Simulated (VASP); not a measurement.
# MgO in VASP: notebook, part 2 of 2

VASP 6.6.1.

### 4 Single point, PBEsol (mode 4 frozen in at -0.000 Å and mode 5 at +0.036 Å (largest displacements))

The input, INCAR:

```
PREC = Accurate
ENCUT = 520
EDIFF = 1E-6
ISMEAR = 0
SIGMA = 0.05
LREAL = F
LASPH = T
NELM = 100
ALGO = Normal
ISIF = 2
LWAVE = F
LCHARG = T
GGA = PS
LELF = T
LVHAR = T
NBANDS = 16
```

The input, KPOINTS:

```
Automatic mesh
0
Gamma
  9 9 6
```

The input, POSCAR:

```
MgO
1.0
    3.3034677759      0.0000000000      0.0000000000
   -1.6517338880      2.8608870145      0.0000000000
    0.0000000000      0.0000000000      5.0193881071
Mg O
2 2
Direct
    0.3396250883      0.6792501765      0.0036583441
    0.6603749117      0.3207498235      0.5036583441
    0.3274964611      0.6549929221      0.4009416559
    0.6725035389      0.3450070779      0.9009416559
```

Potentials or basis: VASP PAW PBE potentials, release 64 (Mg, O).

Started as:

```
cat potpaw_PBE.64/Mg/POTCAR potpaw_PBE.64/O/POTCAR > POTCAR
mpirun -np 1 vasp_std > vasp.out
```

OUTCAR:

```text
PREC = Accurate
   ENCUT = 520
   EDIFF = 1E-6
   ISMEAR = 0
   LREAL = F
   LASPH = T
   NELM = 100
   ISIF = 2
   GGA = PS

 ion  position               nearest neighbor table
   1  0.340  0.679  0.004-   4 1.97   4 1.98   4 1.98   3 2.00   2 3.11   2 3.11   2 3.17   2 3.17
                             2 3.17   2 3.17
   2  0.660  0.321  0.504-   3 1.97   3 1.98   3 1.98   4 2.00   1 3.11   1 3.11   1 3.17   1 3.17
                             1 3.17   1 3.17
   3  0.327  0.655  0.401-   2 1.97   2 1.98   2 1.98   1 2.00
   4  0.673  0.345  0.901-   1 1.97   1 1.98   1 1.98   2 2.00

  LATTYP: Found a hexagonal cell.
 ALAT       =     3.3034677759
 C/A-ratio  =     1.5194300195

  Lattice vectors:

 A1 = (   3.3034677759,   0.0000000000,   0.0000000000)
 A2 = (  -1.6517338880,   2.8608870145,   0.0000000000)
 A3 = (   0.0000000000,   0.0000000000,   5.0193881071)

Analysis of symmetry for initial positions (statically):
=====================================================================
 Subroutine PRICEL returns:
 Original cell was already a primitive cell.

[... 172 lines left out ...]
  free energy    TOTEN  =       -24.54375326 eV

  energy without entropy =      -24.54375326  energy(sigma->0) =      -24.54375326

 E-fermi :   1.1822     XC(G=0):  -9.9585

 val. band max:        0.9766384440   @ k =   0.0000   0.0000   0.0000
 cond. band min:       4.3224907772   @ k =   0.0000   0.0000   0.0000
 fundamental gap:      3.3458523331
 Fermi energy:         1.1821576162

 k-point     1 :       0.0000    0.0000    0.0000
  band No.  band energies     occupation
      1     -15.1755      2.00000
      2     -14.3663      2.00000
      3      -2.3291      2.00000
      4       0.2222      2.00000
      5       0.2552      2.00000
      6       0.5324      2.00000
[... 433 lines left out ...]
      3      -1.8502      2.00000
      4      -1.0868      2.00000
      5      -0.7590      2.00000
      6      -0.5529      2.00000
[... 8 lines left out ...]
     15      14.3947      0.00000
     16      16.9390      0.00000

 [... further k-points ...]
[... 5 lines left out ...]
  --------------------------------------------------------------------------------------
  -------------------------------------------------------------------------------------
  Total       -0.1051504     -0.1116727     -0.0828114      0.0000000      0.0000000      0.0000000
  in kB       -3.5514032     -3.7716899     -2.7969144      0.0000000      0.0000000      0.0000000
  external PRESSURE =      -3.3733358 kB  Pullay stress =       0.0000000 kB

 VOLUME and BASIS-vectors are now :
 -----------------------------------------------------------------------------
  energy-cutoff  :      520.00
  volume of cell :       47.44
      direct lattice vectors                 reciprocal lattice vectors
     3.303467776  0.000000000  0.000000000     0.302712201  0.174770971  0.000000000
    -1.651733888  2.860887014  0.000000000     0.000000000  0.349541941  0.000000000
     0.000000000  0.000000000  5.019388107     0.000000000  0.000000000  0.199227471

 POSITION                                       TOTAL-FORCE (eV/Angst)
 -----------------------------------------------------------------------------------
      0.00000      1.94326      0.01836         0.000000     -0.123058      0.010034
      1.65173      0.91763      2.52806        -0.000000      0.123058      0.010034
      0.00000      1.87386      2.01248        -0.000000      0.069981     -0.010034
      1.65173      0.98703      4.52218         0.000000     -0.069981     -0.010034
 -----------------------------------------------------------------------------------
    total drift:                               -0.000000     -0.000000      0.001501

  FREE ENERGIE OF THE ION-ELECTRON SYSTEM (eV)
  ---------------------------------------------------
  free  energy   TOTEN  =       -24.5437532566 eV

  energy  without entropy=      -24.5437532566  energy(sigma->0) =      -24.54375326
```

OSZICAR:

```text
N       E                     dE             d eps       ncg     rms          rms(c)
DAV:   1     0.590842163066E+02    0.59084E+02   -0.74270E+03  3208   0.879E+02
DAV:   2    -0.243597881651E+02   -0.83444E+02   -0.77394E+02  4368   0.195E+02
DAV:   3    -0.283958965145E+02   -0.40361E+01   -0.40267E+01  3712   0.443E+01
DAV:   4    -0.284127694309E+02   -0.16873E-01   -0.16873E-01  3944   0.336E+00
DAV:   5    -0.284128531722E+02   -0.83741E-04   -0.83741E-04  3720   0.227E-01    0.109E+01
DAV:   6    -0.246495005860E+02    0.37634E+01   -0.10714E+01  3200   0.244E+01    0.382E+00
DAV:   7    -0.245742635122E+02    0.75237E-01   -0.16982E-01  3240   0.328E+00    0.215E+00
DAV:   8    -0.245457062986E+02    0.28557E-01   -0.93163E-02  3496   0.327E+00    0.490E-01
DAV:   9    -0.245434223057E+02    0.22840E-02   -0.32574E-03  4000   0.509E-01    0.170E-01
DAV:  10    -0.245437469832E+02   -0.32468E-03   -0.73008E-04  3288   0.190E-01    0.140E-02
DAV:  11    -0.245437540094E+02   -0.70262E-05   -0.15944E-05  4080   0.265E-02    0.146E-02
DAV:  12    -0.245437532566E+02    0.75279E-06   -0.34599E-06  3304   0.165E-02
   1 F= -.24543753E+02 E0= -.24543753E+02  d E =-.267796E-11
```

Wall time 26 s (1 thread of Intel Xeon 6975P-C (Granite Rapids), shared host); peak memory 0.22 GiB.

Results:

```
Free energy            : -24.5438 eV
Pressure               : -0.3 GPa
Largest force          : 0.123 eV/Å
Band gap on the k mesh : 3.35 eV, direct
```

Forces in eV/Å, atoms in the order of the input:
```
Mg   0.000 -0.123  0.010
Mg   0.000  0.123  0.010
O    0.000  0.070 -0.010
O    0.000 -0.070 -0.010
```

Stress tensor (GPa, compression positive):
```
-0.36  0.00  0.00
 0.00 -0.38  0.00
 0.00  0.00 -0.28
```

Levels at points of the mesh, in eV from the valence-band top:
| k point | band 4 | band 5 | band 6 | band 7 | band 8 | band 9 | band 10 | band 11 | band 12 | band 13 |
| --- | --- | --- | --- | --- | --- | --- | --- | --- | --- | --- |
| (0.00, 0.00, 0.00) | -0.75 | -0.72 | -0.44 | -0.38 | 0.00 | 3.35 | 8.38 | 10.15 | 13.91 | 14.12 |
| (0.00, 0.00, 0.50) | -2.04 | -0.58 | -0.58 | -0.57 | -0.57 | 5.85 | 5.85 | 13.01 | 13.01 | 14.49 |

Caveat: the cell differs from its parent crystal (mode 4 frozen in at -0.000 Å and mode 5 at +0.036 Å (largest displacements)); the PAW data sets were made with another functional, which shifts forces and pressure a little. A k mesh can miss the band edges.

### 5 Single point, PBEsol (mode 4 frozen in at -0.000 Å and mode 5 at +0.072 Å (largest displacements))

The input, INCAR:

```
PREC     = Accurate       # precision mode
ENCUT    = 520            # plane-wave cutoff, eV
EDIFF    = 1E-6           # SCF threshold, eV
ISMEAR   = 0              # smearing method
SIGMA    = 0.05           # smearing width, eV
LREAL    = False          # projectors in reciprocal space
LASPH    = True           # aspherical terms in the spheres
NELM     = 80             # most SCF steps
ALGO     = Normal         # electronic algorithm
ISIF     = 2              # what is computed and relaxed
LWAVE    = False          # write WAVECAR
LCHARG   = False          # write CHGCAR
GGA      = PS             # functional
NBANDS   = 16             # bands
```

KPOINTS is that of step 4.

The input, POSCAR:

```
MgO
1.0
    3.3034677759      0.0000000000      0.0000000000
   -1.6517338880      2.8608870145      0.0000000000
    0.0000000000      0.0000000000      5.0193881071
Mg O
2 2
Direct
    0.3459168432      0.6918336864      0.0036583441
    0.6540831568      0.3081663136      0.5036583441
    0.3216595888      0.6433191775      0.4009416559
    0.6783404112      0.3566808225      0.9009416559
```

Started as:

```
cat potpaw_PBE.64/Mg/POTCAR potpaw_PBE.64/O/POTCAR > POTCAR
mpirun -np 1 vasp_std > vasp.out
```

Wall time 26 s (1 thread of Intel Xeon 6975P-C (Granite Rapids), shared host); peak memory 0.22 GiB.

The run converged. Its results:

```
Free energy            : -24.5233 eV
Pressure               : -0.4 GPa
Largest force          : 0.257 eV/Å
Band gap on the k mesh : 3.32 eV, direct
```

Forces on the atoms (eV/Å):
```
Mg   0.000 -0.255  0.032
Mg   0.000  0.255  0.032
O    0.000  0.135 -0.032
O    0.000 -0.135 -0.032
```

Stress tensor (GPa, compression positive):
```
-0.39  0.00  0.00
 0.00 -0.59  0.00
 0.00  0.00 -0.23
```

Levels at points of the mesh, in eV from the valence-band top:
| k point | band 5 | band 6 | band 7 | band 8 | band 9 | band 10 | band 11 | band 12 |
| --- | --- | --- | --- | --- | --- | --- | --- | --- |
| (0.00, 0.00, 0.00) | -0.72 | -0.50 | -0.36 | 0.00 | 3.32 | 8.35 | 10.12 | 13.79 |
| (0.00, 0.00, 0.50) | -0.61 | -0.61 | -0.58 | -0.58 | 5.83 | 5.83 | 12.98 | 12.98 |

Caveat: the cell differs from its parent crystal (mode 4 frozen in at -0.000 Å and mode 5 at +0.072 Å (largest displacements)); the PAW data sets were made with another functional, which shifts forces and pressure a little.
